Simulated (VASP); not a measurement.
# Ru (P6_3/mmc) in VASP: notebook, part 2 of 2

VASP 6.6.1.

## Step 3: Single point, PBE (strain +0.0525 x Voigt [0, 0, 1, 0, 0, 0])

The input, INCAR:

```
  PREC = Accurate
  ENCUT = 520
  EDIFF = 1E-6
  ISMEAR = 0
  SIGMA = 0.15
  LREAL = F
  LASPH = T
  NELM = 100
  ALGO = Fast
  ISIF = 2
  LWAVE = F
  LCHARG = T
  GGA = PE
  LELF = T
  LVHAR = T
  NBANDS = 21
```

The input, KPOINTS:

```
regular mesh
0
Gamma
  24 24 14
```

The input, POSCAR:

```
Ru
1.0
    2.7200250908      0.0000000000      0.0000000000
   -1.3600125454      2.3556108275      0.0000000000
    0.0000000000      0.0000000000      4.5223498952
Ru
2
Direct
    0.3333333333      0.6666666667      0.2500000000
    0.6666666667      0.3333333333      0.7500000000
```

Potentials or basis: VASP PAW PBE potentials, release 64 (Ru_pv).

Launch:

```console
$ cat potpaw_PBE.64/Ru_pv/POTCAR > POTCAR
$ mpirun -np 1 vasp_std > vasp.out
```

OUTCAR:

```text
PREC = Accurate
   ENCUT = 520
   EDIFF = 1E-6
   ISMEAR = 0
   LREAL = F
   LASPH = T
   NELM = 100
   ISIF = 2
   GGA = PE

 ion  position               nearest neighbor table
   1  0.333  0.667  0.250-   2 2.75   2 2.75   2 2.75   2 2.75   2 2.75   2 2.75
   2  0.667  0.333  0.750-   1 2.75   1 2.75   1 2.75   1 2.75   1 2.75   1 2.75

  LATTYP: Found a hexagonal cell.
 ALAT       =     2.7200250908
 C/A-ratio  =     1.6626133011

  Lattice vectors:

 A1 = (   2.7200250908,   0.0000000000,   0.0000000000)
 A2 = (  -1.3600125454,   2.3556108275,   0.0000000000)
 A3 = (   0.0000000000,   0.0000000000,   4.5223498952)

Analysis of symmetry for initial positions (statically):
=====================================================================
 Subroutine PRICEL returns:
 Original cell was already a primitive cell.

 Routine SETGRP: Setting up the symmetry group for a
 hexagonal supercell.

 Subroutine GETGRP returns: Found 24 space group operations
 (whereof 12 operations were pure point group operations)
[... 161 lines left out ...]
  ext. energy  EPLUGINS =         0.00000000
  ---------------------------------------------------
  free energy    TOTEN  =       -18.34289228 eV

  energy without entropy =      -18.32194840  energy(sigma->0) =      -18.33242034

 E-fermi :  11.6948     XC(G=0): -13.7200

 val. band max:       11.6937152046   @ k =   0.3333   0.1667   0.2857
 cond. band min:      11.6950522055   @ k =   0.0417   0.0000   0.0714
 fundamental gap:      0.0013370009
 Fermi energy:        11.6947616402

 k-point     1 :       0.0000    0.0000    0.0000
  band No.  band energies     occupation
      1     -31.6627      2.00000
      2     -30.9172      2.00000
      3     -30.9172      2.00000
      4     -30.8434      2.00000
      5     -30.8116      2.00000
      6     -30.8116      2.00000
[... 565 lines left out ...]
     20      22.5264      0.00000
     21      24.6481      0.00000

 [... further k-points ...]

------------------------ aborting loop because EDIFF is reached ----------------------------------------

  FORCE on cell =-STRESS in cart. coord.  units (eV):
  Direction    XX          YY          ZZ          XY          YZ          ZX
  --------------------------------------------------------------------------------------
  -------------------------------------------------------------------------------------
  Total       -1.2688289     -1.2688289     -4.9623657      0.0000000      0.0000000      0.0000000
  in kB      -70.1573273    -70.1573273   -274.3839701      0.0000000      0.0000000      0.0000000
  external PRESSURE =    -138.2328749 kB  Pullay stress =       0.0000000 kB

 VOLUME and BASIS-vectors are now :
 -----------------------------------------------------------------------------
  energy-cutoff  :      520.00
  volume of cell :       28.98
      direct lattice vectors                 reciprocal lattice vectors
     2.720025091  0.000000000  0.000000000     0.367643667  0.212259170  0.000000000
    -1.360012545  2.355610828  0.000000000     0.000000000  0.424518341  0.000000000
     0.000000000  0.000000000  4.522349895     0.000000000  0.000000000  0.221123978

 POSITION                                       TOTAL-FORCE (eV/Angst)
 -----------------------------------------------------------------------------------
     -0.00000      1.57041      1.13059        -0.000000      0.000000      0.000000
      1.36001      0.78520      3.39176         0.000000     -0.000000      0.000000
 -----------------------------------------------------------------------------------
    total drift:                               -0.000000      0.000000     -0.000000

  FREE ENERGIE OF THE ION-ELECTRON SYSTEM (eV)
  ---------------------------------------------------
  free  energy   TOTEN  =       -18.3428922755 eV

  energy  without entropy=      -18.3219483971  energy(sigma->0) =      -18.33242034
```

stdout:

```text
POSCAR found type information on POSCAR Ru
 POSCAR found :  1 types and       2 ions
 scaLAPACK will be used
 LDA part: xc-table for (Slater+PW92), standard interpolation
 POSCAR, INCAR and KPOINTS ok, starting setup
 FFT: planning ... GRIDC
 FFT: planning ... GRID_SOFT
 FFT: planning ... GRID
 WAVECAR not read
 entering main loop
WARNING in EDDRMM: call to ZHEGV failed, returncode =   8  4     20
```

Wall time 3.1 min (1 thread of Intel Xeon Platinum 8259CL at 2.50GHz (Skylake/Cascade Lake), shared host); peak memory 0.33 GiB.

Results:

```yaml
Free_energy: -18.3429 eV
Pressure: -13.8 GPa
Band_gap_on_the_k_mesh: zero (bands 14 and 15 overlap by 2.84 eV)
```

Caveat: the cell differs from its parent crystal (strain +0.0525 x Voigt [0, 0, 1, 0, 0, 0]); the cell stands under tension.

## Step 4: Single point, PBE (strain +0.0600 x Voigt [0, 0, 1, 0, 0, 0])

The input, INCAR:

```
  ALGO = Fast
  EDIFF = 1E-6
  ENCUT = 520
  GGA = PE
  ISIF = 2
  ISMEAR = 0
  LASPH = T
  LCHARG = F
  LREAL = F
  LWAVE = F
  NBANDS = 21
  NELM = 80
  PREC = Accurate
  SIGMA = 0.15
```

The input, KPOINTS:

```
k-points
0
Gamma
  24 24 14
```

POSCAR, as its differences from that of step 3:

```diff
@@ -4,3 +4,3 @@
    -1.3600125454      2.3556108275      0.0000000000
-    0.0000000000      0.0000000000      4.5223498952
+    0.0000000000      0.0000000000      4.5545756664
 Ru
```

Launch:

```console
$ cat potpaw_PBE.64/Ru_pv/POTCAR > POTCAR
$ mpirun -np 1 vasp_std > vasp.out
```

Run time: 3.1 min. Hardware: 1 thread of Intel Xeon Platinum 8259CL at 2.50GHz (Skylake/Cascade Lake), shared host; peak memory 0.33 GiB.

It converged, with:

* Free energy: -18.3058 eV
* Pressure: -15.3 GPa
* Band gap on the k mesh: zero (bands 14 and 15 overlap by 2.76 eV)

Stress tensor (GPa, compression positive):
```
 -7.79   0.00   0.00
  0.00  -7.79   0.00
  0.00   0.00 -30.39
```

Levels at points of the mesh, in eV from the Fermi level:
| k point | band 11 | band 12 | band 13 | band 14 | band 15 | band 16 | band 17 | band 18 |
| --- | --- | --- | --- | --- | --- | --- | --- | --- |
| (0.00, 0.00, 0.00) | -2.29 | -1.80 | -1.80 | -0.86 | -0.86 | 0.65 | 1.06 | 1.06 |
| (0.50, 0.00, 0.00) | -2.18 | -1.63 | -1.47 | 1.47 | 1.57 | 1.84 | 3.80 | 5.77 |
| (0.00, 0.00, 0.50) | -2.33 | -2.33 | -2.33 | -2.33 | 0.47 | 0.47 | 0.47 | 0.47 |
| (0.50, 0.00, 0.50) | -0.76 | -0.76 | 0.42 | 0.42 | 1.72 | 1.72 | 3.16 | 3.16 |

Caveat: the cell differs from its parent crystal (strain +0.0600 x Voigt [0, 0, 1, 0, 0, 0]); the cell stands under tension.

## Step 5: Overview

```tsv
cell	gap on the mesh (eV)	pressure (GPa)
a = 2.720, b = 2.720, c = 4.490 Å, angles 90.0, 90.0, 120.0°, 2 atoms	none	-12.2
a = 2.720, b = 2.720, c = 4.522 Å, angles 90.0, 90.0, 120.0°, 2 atoms	none	-13.8
a = 2.720, b = 2.720, c = 4.555 Å, angles 90.0, 90.0, 120.0°, 2 atoms	none	-15.3
```

Alike in all rows: task single point; level PBE; potentials or basis VASP PAW PBE potentials, release 64 (Ru_pv); no spin polarisation; k mesh 24 × 24 × 14; cutoff (eV) 520; smearing gaussian 0.15 eV.

Caveats: the cell stands under tension.

Total energies depend on the potentials used, so only differences within one code and one set of settings carry meaning.
